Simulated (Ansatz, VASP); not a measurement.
## Ta2H3 in VASP and in Ansatz

```
Ta H
1.0
     2.55362    1.47433    4.64797
    -2.55362    1.47433    4.64797
     0.00000   -2.94866    4.64797
Ta H
4 6
Cartesian
  0.0000 0.0000 11.8827
  0.0000 0.0000 9.0331
  0.0000 0.0000 2.0612
  0.0000 0.0000 4.9108
  -0.9895 -1.4743 5.8100
  1.7716 -0.1198 5.8100
  -0.7820 1.5941 5.8100
  0.9895 1.4743 8.1339
  -1.7716 0.1198 8.1339
  0.7820 -1.5941 8.1339
```

Alike in both runs: task single point; functional PBE; k mesh 6 × 6 × 6; occupations gaussian, width 0.1 eV; no spin polarisation.

```csv
,VASP,Ansatz
version,VASP 6.6.1,Ansatz 0.2.0
potentials or method,"VASP PAW PBE potentials, release 64 (Ta_pv, H), cutoff 520 eV","scalar-relativistic, plane waves, PAW"
valence electrons in the cell,50,58
```

```tsv
	VASP	Ansatz	Ansatz less VASP
gap on the k mesh at the Fermi level (eV)	none	none	-
pressure (GPa)	-14.3	-14.3	-0.03
traceless stress, the component that is largest in VASP (GPa)	-5.65	-5.65	+0.003
rms of the force components (eV/Å)	0.226	0.223	-0.0024
```

Atom by atom the forces differ by 0.004 eV/Å (rms over components). A gap of «none» marks a metal or a gap that the smearing closes. With one functional, cell and mesh, what is left measures potentials, basis and numerics. VASP's potentials hold 50 valence electrons a cell and Ansatz's 58, so a difference there can come from the potentials and not from the codes.

Neither program's run includes spin-orbit coupling.
